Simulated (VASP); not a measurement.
# Cu in VASP: further runs

Cu is run at these levels: r2SCAN; tasks: single point.

All numbers are computed with VASP 6.6.1; they aren't measurements. Logs are shortened: lines on timing, memory, paths and dates and some standing lists are left out, and cuts for length are marked.

### Step 1. The cell of the first run

The structure is cubic, space group Fm-3m (No. 225). Conventional cell: a = 3.615 Å, b = 3.615 Å, c = 3.615 Å, α = 90.00°, β = 90.00°, γ = 90.00°. Within 3.4 Å of Cu (site symmetry m-3m) lie 12 Cu at 2.56 Å.

### Step 2. Single point, r2SCAN

File POSCAR:

```
Cu
1.0
    0.0000000000      1.8075000000      1.8075000000
    1.8075000000      0.0000000000      1.8075000000
    1.8075000000      1.8075000000      0.0000000000
Cu
1
Direct
    0.0000000000      0.0000000000      0.0000000000
```

File INCAR.step1:

```
SYSTEM = Cu
ALGO = Normal
EDIFF = 1E-4
ENCUT = 520
GGA = PE
ISMEAR = 0
LASPH = .TRUE.
LCHARG = .FALSE.
LREAL = .FALSE.
LWAVE = .TRUE.
NBANDS = 12
NELM = 80
PREC = Accurate
SIGMA = 0.15
```

File INCAR.step2:

```
SYSTEM = Cu
ALGO = Normal
EDIFF = 1E-6
ENCUT = 520
ISIF = 2
ISMEAR = 0
ISTART = 1
LASPH = .TRUE.
LCHARG = .FALSE.
LMIXTAU = .TRUE.
LREAL = .FALSE.
LWAVE = .FALSE.
METAGGA = R2SCAN
NBANDS = 12
NELM = 80
PREC = Accurate
SIGMA = 0.15
```

File KPOINTS:

```
k-points
0
G
  16 16 16
  0 0 0
```

Potentials or basis: VASP PAW PBE potentials, release 64 (Cu).

Launch:

```sh
$ cat potpaw_PBE.64/Cu/POTCAR > POTCAR
$ cp INCAR.step1 INCAR
$ mpirun -np 1 vasp_std > vasp.out
$ cp INCAR.step2 INCAR
$ mpirun -np 1 vasp_std > vasp.out
```

OUTCAR:

```text
SYSTEM = Cu
   EDIFF = 1E-6
   ENCUT = 520
   ISIF = 2
   ISMEAR = 0
   ISTART = 1
   LASPH = .TRUE.
   LREAL = .FALSE.
   METAGGA = R2SCAN
   NELM = 80
   PREC = Accurate

 ion  position               nearest neighbor table
   1  0.000  0.000  0.000-

  LATTYP: Found a face centered cubic cell.
 ALAT       =     3.6150000000

  Lattice vectors:

 A1 = (   0.0000000000,   1.8075000000,   1.8075000000)
 A2 = (   1.8075000000,   0.0000000000,   1.8075000000)
 A3 = (   1.8075000000,   1.8075000000,   0.0000000000)

Analysis of symmetry for initial positions (statically):
=====================================================================
 Subroutine PRICEL returns:
 Original cell was already a primitive cell.

 Routine SETGRP: Setting up the symmetry group for a
 face centered cubic supercell.

 Subroutine GETGRP returns: Found 48 space group operations
 (whereof 48 operations were pure point group operations)
 out of a pool of 48 trial point group operations.

The static configuration has the point symmetry O_h .

Analysis of symmetry for dynamics (positions and initial velocities):
=====================================================================
 Subroutine PRICEL returns:
 Original cell was already a primitive cell.

 Routine SETGRP: Setting up the symmetry group for a
 face centered cubic supercell.

 Subroutine GETGRP returns: Found 48 space group operations
 (whereof 48 operations were pure point group operations)
 out of a pool of 48 trial point group operations.

The dynamic configuration has the point symmetry O_h .

 Subroutine INISYM returns: Found 48 space group operations
 (whereof 48 operations are pure point group operations),
 and found     1 'primitive' translations

----------------------------------------------------------------------------------------

                                     Primitive cell

  volume of cell :      11.8104

  direct lattice vectors                    reciprocal lattice vectors
     0.000000000  1.807500000  1.807500000    -0.276625173  0.276625173  0.276625173
     1.807500000  0.000000000  1.807500000     0.276625173 -0.276625173  0.276625173
     1.807500000  1.807500000  0.000000000     0.276625173  0.276625173 -0.276625173

  length of vectors
     2.556191014  2.556191014  2.556191014     0.479128854  0.479128854  0.479128854

  position of ions in fractional coordinates (direct lattice)
     0.000000000  0.000000000  0.000000000

  ion indices of the primitive-cell ions
   primitive index   ion index
                 1           1

----------------------------------------------------------------------------------------

 KPOINTS: k-points

Automatic generation of k-mesh.
 Grid dimensions read from file:
 generate k-points for:   16   16   16

 Generating k-lattice:

  Cartesian coordinates                     Fractional coordinates (reciprocal lattice)
    -0.017289073  0.017289073  0.017289073     0.062500000  0.000000000  0.000000000
     0.017289073 -0.017289073  0.017289073     0.000000000  0.062500000  0.000000000
     0.017289073  0.017289073 -0.017289073     0.000000000  0.000000000  0.062500000

  Length of vectors
     0.029945553  0.029945553  0.029945553

  Shift w.r.t. Gamma in fractional coordinates (k-lattice)
     0.000000000  0.000000000  0.000000000

 Subroutine IBZKPT returns following result:
 ===========================================

 Found    145 irreducible k-points:

 Following reciprocal coordinates:
            Coordinates               Weight
  0.000000  0.000000  0.000000      1.000000
  0.062500  0.000000  0.000000      8.000000
  0.125000  0.000000  0.000000      8.000000
  0.187500  0.000000  0.000000      8.000000
  0.250000  0.000000  0.000000      8.000000
  0.312500  0.000000  0.000000      8.000000
[... 16 lines left out ...]
 -0.125000  0.062500  0.000000     24.000000
 -0.062500  0.062500  0.000000     12.000000
 [... further k-points ...]
   k-points           NKPTS =    145   k-points in BZ     NKDIM =    145   number of bands    NBANDS=     12
   number of dos      NEDOS =    301   number of ions     NIONS =      1
   total plane-waves  NPLWV =   8000
   dimension x,y,z NGX =    20 NGY =   20 NGZ =   20
   dimension x,y,z NGXF=    40 NGYF=   40 NGZF=   40
   ions per type =               1
   NGX,Y,Z   is equivalent  to a cutoff of  13.01, 13.01, 13.01 a.u.
   NGXF,Y,Z  is equivalent  to a cutoff of  26.01, 26.01, 26.01 a.u.
 SYSTEM =  Cu
   PREC   = accura    normal or accurate (medium, high low for compatibility)
   ISTART =      1    job   : 0-new  1-cont  2-samecut
   ICHARG =      0    charge: 1-file 2-atom 10-const
   ISPIN  =      1    spin polarized calculation?
   LNONCOLLINEAR =      F non collinear calculations
   LSORBIT =      F    spin-orbit coupling
   LASPH  =      T    aspherical Exc in radial PAW
   ENCUT  =  520.0 eV  38.22 Ry    6.18 a.u.   4.75  4.75  4.75*2*pi/ulx,y,z
   NELM   =     80;   NELMIN=  2; NELMDL=  0     # of ELM steps
   EDIFF  = 0.1E-05   stopping-criterion for ELM
   LREAL  =      F    real-space projection
   EDIFFG = 0.1E-04   stopping-criterion for IOM
   NSW    =      0    number of steps for IOM
   IBRION =     -1    ionic relax: 0-MD 1-quasi-New 2-CG
   NFREE  =      0    steps in history (QN), initial steepest desc. (CG)
   ISIF   =      2    stress and relaxation
   ISYM   =      2    0-nonsym 1-usesym 2-fastsym
   POTIM  = 0.5000    time-step for ionic-motion
   TEBEG  =    0.0;   TEEND  =   0.0 temperature during run
   PSTRESS=    0.0 pullay stress
   NELECT =      11.0000    total number of electrons
   NUPDOWN=      -1.0000    fix difference up-down
   EMIN   =  10.00;   EMAX   =-10.00  energy-range for DOS
   EFERMI =   0.00;   METHOD = LEGACY
   ISMEAR =     0;   SIGMA  =   0.15  broadening in eV -4-tet -1-fermi 0-gaus
   EFERMI_NEDOS =   21; number of points for ismear=-14 and -15
   IALGO  =     38    algorithm
   IMIX   =      4    mixing-type and parameters
     AMIX     =   0.40;   BMIX     =  1.00
     AMIX_MAG =   1.60;   BMIX_MAG =  1.00
  volume/ion in A,a.u.               =      11.81        79.70
  Fermi-wavevector in a.u.,A,eV,Ry     =   1.598763  3.021224 34.777078  2.556043
  Thomas-Fermi vector in A             =   2.696162
   LORBIT       =      0    0 simple, 1 ext, 2 COOP (PROOUT), +10 PAW based schemes
   METAGGA = R2SCAN    functional components
   LHFCALC =     F    Hartree Fock is set to
   AEXX    =    0.0000 exact exchange contribution
   IVDW    =     0    specifies the selected vdW correction
   LEPSILON=     F    determine dielectric tensor
   LRPA    =     F    only Hartree local field effects (RPA)
 non-spin polarized calculation
 Gauss-broadening in eV      SIGMA  =   0.15
  energy-cutoff  :      520.00
  volume of cell :       11.81
 maximum number of plane-waves:       332
   NGX =  9   NGY =  9   NGZ =  9

 number of electron      11.0000001 magnetization

 Free energy of the ion-electron system (eV)
  ---------------------------------------------------
  ext. energy  EPLUGINS =         0.00000000
  ---------------------------------------------------
  free energy    TOTEN  =       -10.82438770 eV

  energy without entropy =      -10.82110187  energy(sigma->0) =      -10.82274479

 E-fermi :   7.3608     XC(G=0): -13.7430

 val. band max:        7.3431346549   @ k =   0.5000   0.1875   0.0625
 cond. band min:       7.4073948189   @ k =   0.5000   0.3125   0.1250
 fundamental gap:      0.0642601640
 Fermi energy:         7.3607912794

 k-point     1 :       0.0000    0.0000    0.0000
  band No.  band energies     occupation
      1      -2.2690      2.00000
      2       4.2656      2.00000
      3       4.2657      2.00000
      4       4.2657      2.00000
      5       5.0805      2.00000
      6       5.0805      2.00000
      7      30.7796      0.00000
      8      33.8113      0.00000
      9      33.8113      0.00000
     10      33.8117      0.00000
     11      36.1966      0.00000
     12      36.1966      0.00000

 k-point     2 :       0.0625    0.0000    0.0000
  band No.  band energies     occupation
      1      -2.1211      2.00000
      2       4.2344      2.00000
      3       4.2930      2.00000
      4       4.2930      2.00000
      5       5.0698      2.00000
      6       5.0698      2.00000
      7      29.9240      0.00000
      8      32.1553      0.00000
      9      33.3180      0.00000
     10      33.3182      0.00000
     11      36.8979      0.00000
     12      36.8980      0.00000

 k-point     3 :       0.1250    0.0000    0.0000
  band No.  band energies     occupation
      1      -1.6838      2.00000
      2       4.1515      2.00000
      3       4.3602      2.00000
      4       4.3603      2.00000
      5       5.0514      2.00000
      6       5.0514      2.00000
      7      26.9721      0.00000
      8      31.5273      0.00000
      9      32.5071      0.00000
     10      32.5073      0.00000
     11      38.2228      0.00000
     12      38.2229      0.00000

 k-point     4 :       0.1875    0.0000    0.0000
  band No.  band energies     occupation
      1      -0.9796      2.00000
      2       4.0517      2.00000
      3       4.4199      2.00000
      4       4.4200      2.00000
      5       5.0693      2.00000
      6       5.0695      2.00000
      7      23.6236      0.00000
      8      31.1829      0.00000
      9      31.7922      0.00000
     10      31.7923      0.00000
     11      38.1983      0.00000
     12      38.5165      0.00000

 k-point     5 :       0.2500    0.0000    0.0000
  band No.  band energies     occupation
      1      -0.0632      2.00000
      2       4.0012      2.00000
      3       4.4177      2.00000
      4       4.4179      2.00000
      5       5.1704      2.00000
      6       5.1706      2.00000
      7      20.3802      0.00000
      8      30.7236      0.00000
      9      31.2434      0.00000
     10      31.2435      0.00000
     11      37.0675      0.00000
     12      37.0675      0.00000
[... 228 lines left out ...]
      1       0.3847      2.00000
      2       3.9574      2.00000
      3       4.3896      2.00000
      4       4.4446      2.00000
      5       5.0973      2.00000
      6       5.3983      2.00000
      7      19.4465      0.00000
      8      27.6559      0.00000
      9      31.7643      0.00000
     10      33.1870      0.00000
     11      34.9562      0.00000
     12      36.2703      0.00000

 k-point    22 :      -0.1875    0.0625    0.0000
  band No.  band energies     occupation
      1      -0.5712      2.00000
      2       3.9809      2.00000
      3       4.4320      2.00000
      4       4.4707      2.00000
      5       4.9712      2.00000
      6       5.2259      2.00000
      7      22.6269      0.00000
      8      28.0976      0.00000
      9      32.4958      0.00000
     10      33.7594      0.00000
     11      36.3569      0.00000
     12      36.5473      0.00000

 k-point    23 :      -0.1250    0.0625    0.0000
  band No.  band energies     occupation
      1      -1.3499      2.00000
      2       4.0787      2.00000
      3       4.4107      2.00000
      4       4.4126      2.00000
      5       4.9630      2.00000
      6       5.1304      2.00000
      7      25.9406      0.00000
      8      28.7707      0.00000
      9      32.8342      0.00000
     10      34.2734      0.00000
     11      36.6341      0.00000
     12      37.3008      0.00000

 k-point    24 :      -0.0625    0.0625    0.0000
  band No.  band energies     occupation
      1      -1.8767      2.00000
      2       4.1769      2.00000
      3       4.3325      2.00000
      4       4.3460      2.00000
      5       5.0166      2.00000
      6       5.0943      2.00000
      7      28.8073      0.00000
      8      30.1048      0.00000
      9      32.7503      0.00000
     10      34.3620      0.00000
     11      36.3979      0.00000
     12      37.1273      0.00000

 [... further k-points ...]
[... 5 lines left out ...]
  --------------------------------------------------------------------------------------
  -------------------------------------------------------------------------------------
  Total       -0.3031628     -0.3031628     -0.3031628      0.0000000     -0.0000000      0.0000000
  in kB      -41.1264851    -41.1264851    -41.1264851      0.0000000     -0.0000000      0.0000000
  external PRESSURE =     -41.1264851 kB  Pullay stress =       0.0000000 kB

 VOLUME and BASIS-vectors are now :
 -----------------------------------------------------------------------------
  energy-cutoff  :      520.00
  volume of cell :       11.81
      direct lattice vectors                 reciprocal lattice vectors
     0.000000000  1.807500000  1.807500000    -0.276625173  0.276625173  0.276625173
     1.807500000  0.000000000  1.807500000     0.276625173 -0.276625173  0.276625173
     1.807500000  1.807500000  0.000000000     0.276625173  0.276625173 -0.276625173

 POSITION                                       TOTAL-FORCE (eV/Angst)
 -----------------------------------------------------------------------------------
      0.00000      0.00000      0.00000        -0.000000      0.000000      0.000000
 -----------------------------------------------------------------------------------
    total drift:                                0.000000      0.000000      0.000000

  FREE ENERGIE OF THE ION-ELECTRON SYSTEM (eV)
  ---------------------------------------------------
  free  energy   TOTEN  =       -10.8243877022 eV

  energy  without entropy=      -10.8211018731  energy(sigma->0) =      -10.82274479
```

It used 57 s of CPU time on 1 thread of Intel Xeon 6975P-C (shared host).

What came out:

- Free energy: -10.8244 eV
- Pressure: -4.1 GPa

Caveat: the PAW data sets were made with another functional, which shifts forces and pressure a little.

### Step 3. Single point, r2SCAN

This run uses another cell than the first one, of 11.11 Å³/atom, 0.941 times its volume.

File POSCAR:

```
Cu
1.0
    0.0000000000      1.7532750000      1.8075000000
    1.7532750000      0.0000000000      1.8075000000
    1.7532750000      1.7532750000      0.0000000000
Cu
1
Direct
    0.0000000000      0.0000000000      0.0000000000
```

File INCAR.step1:

```
SYSTEM = Cu
PREC = Accurate
ENCUT = 520
ISMEAR = 0
SIGMA = 0.15
LREAL = .FALSE.
LASPH = .TRUE.
NELM = 100
NBANDS = 12
GGA = PE
ALGO = Normal
EDIFF = 1E-4
LWAVE = .TRUE.
LCHARG = .FALSE.
```

File INCAR.step2:

```
SYSTEM = Cu
PREC = Accurate
ENCUT = 520
EDIFF = 1E-6
ISMEAR = 0
SIGMA = 0.15
LREAL = .FALSE.
LASPH = .TRUE.
NELM = 100
ALGO = Normal
ISIF = 2
LWAVE = .FALSE.
LCHARG = .FALSE.
METAGGA = R2SCAN
LMIXTAU = .TRUE.
NBANDS = 12
ISTART = 1
```

File KPOINTS:

```
regular mesh
0
G
  16 16 16
  0 0 0
```

Potentials or basis: VASP PAW PBE potentials, release 64 (Cu).

Launch:

```sh
$ cat potpaw_PBE.64/Cu/POTCAR > POTCAR
$ cp INCAR.step1 INCAR
$ mpirun -np 1 vasp_std > vasp.out
$ cp INCAR.step2 INCAR
$ mpirun -np 1 vasp_std > vasp.out
```

Wall time 3.1 min (1 thread of Intel Xeon 6975P-C, shared host); peak memory 0.16 GiB.

It converged, with:

* Free energy: -10.8196 eV
* Pressure: 5.9 GPa

Stress tensor (GPa, compression positive):
```
6.68 0.00 0.00
0.00 6.68 0.00
0.00 0.00 4.48
```

Levels at points of the mesh, in eV from the Fermi level:
| k point | band 2 | band 3 | band 4 | band 5 | band 6 | band 7 | band 8 | band 9 | band 10 | band 11 |
| --- | --- | --- | --- | --- | --- | --- | --- | --- | --- | --- |
| (0.00, 0.00, 0.00) | -3.43 | -3.26 | -3.26 | -2.51 | -2.34 | 23.92 | 27.29 | 27.50 | 27.50 | 29.86 |
| (0.50, 0.00, 0.00) | -3.45 | -3.29 | -1.81 | -1.75 | -1.22 | 4.31 | 22.10 | 23.91 | 24.70 | 26.50 |
| (0.50, 0.50, 0.00) | -4.90 | -1.81 | -1.62 | -1.62 | 1.09 | 7.33 | 14.80 | 14.80 | 19.23 | 22.70 |
| (0.50, 0.00, 0.50) | -4.91 | -1.82 | -1.66 | -1.55 | 1.80 | 8.17 | 14.01 | 14.04 | 18.58 | 22.00 |

Caveat: the PAW data sets were made with another functional, which shifts forces and pressure a little.

### Step 4. Single point, r2SCAN

This run uses another cell than the first one, of 11.46 Å³/atom, 0.970 times its volume.

File POSCAR:

```
Cu
1.0
    0.0000000000      1.7803875000      1.8075000000
    1.7803875000      0.0000000000      1.8075000000
    1.7803875000      1.7803875000      0.0000000000
Cu
1
Direct
    0.0000000000      0.0000000000      0.0000000000
```

File INCAR.step1:

```
PREC = Accurate
ENCUT = 520
ISMEAR = 0
SIGMA = 0.15
LREAL = F
LASPH = T
NELM = 80
NBANDS = 12
GGA = PE
ALGO = Normal
EDIFF = 1E-4
LWAVE = T
LCHARG = F
```

File INCAR.step2:

```
PREC = Accurate
ENCUT = 520
EDIFF = 1E-7
ISMEAR = 0
SIGMA = 0.15
LREAL = F
LASPH = T
NELM = 80
ALGO = Normal
ISIF = 2
LWAVE = F
LCHARG = F
METAGGA = R2SCAN
LMIXTAU = T
NBANDS = 12
ISTART = 1
```

File KPOINTS:

```
Automatic mesh
0
Gamma
  16 16 16
```

Launch:

```sh
$ cat potpaw_PBE.64/Cu/POTCAR > POTCAR
$ cp INCAR.step1 INCAR
$ mpirun -np 1 vasp_std > vasp.out
$ cp INCAR.step2 INCAR
$ mpirun -np 1 vasp_std > vasp.out
```

Run time: 2.7 min. Hardware: 1 thread of Intel Xeon 6975P-C, shared host; peak memory 0.16 GiB.

Results (log left out):

```yaml
Free_energy: -10.8278 eV
Pressure: 0.5 GPa
```

Stress tensor (GPa, compression positive):
```
 0.77  0.00  0.00
 0.00  0.77  0.00
 0.00  0.00 -0.15
```

Levels at points of the mesh, in eV from the Fermi level:
```csv
k point,band 4,band 5,band 6,band 7,band 8,band 9
"(0.00, 0.00, 0.00)",-3.18,-2.39,-2.31,23.66,26.88,26.96
"(0.50, 0.00, 0.00)",-1.75,-1.72,-1.11,4.16,22.08,23.48
"(0.50, 0.50, 0.00)",-1.57,-1.57,1.36,7.41,14.29,14.29
"(0.50, 0.00, 0.50)",-1.60,-1.54,1.71,7.82,13.90,13.92
```

Caveat: the PAW data sets were made with another functional, which shifts forces and pressure a little.

### Step 5. Summary

```csv
cell,gap on the mesh (eV),pressure (GPa)
"a = 2.556 Å, angles 60.0°, 1 atom",none,-4.1
"a = 2.518, b = 2.518, c = 2.480 Å, angles 60.5, 60.5, 59.0°, 1 atom",none,5.9
"a = 2.537, b = 2.537, c = 2.518 Å, angles 60.3, 60.3, 59.5°, 1 atom",none,0.5
```

Alike in all rows: task single point; level r2SCAN; potentials or basis VASP PAW PBE potentials, release 64 (Cu); no spin polarisation; k mesh 16 × 16 × 16; cutoff (eV) 520; smearing gaussian 0.15 eV.

Caveats: the PAW data sets were made with another functional, which shifts forces and pressure a little.

Absolute energies hang on the potentials; compare differences alone.
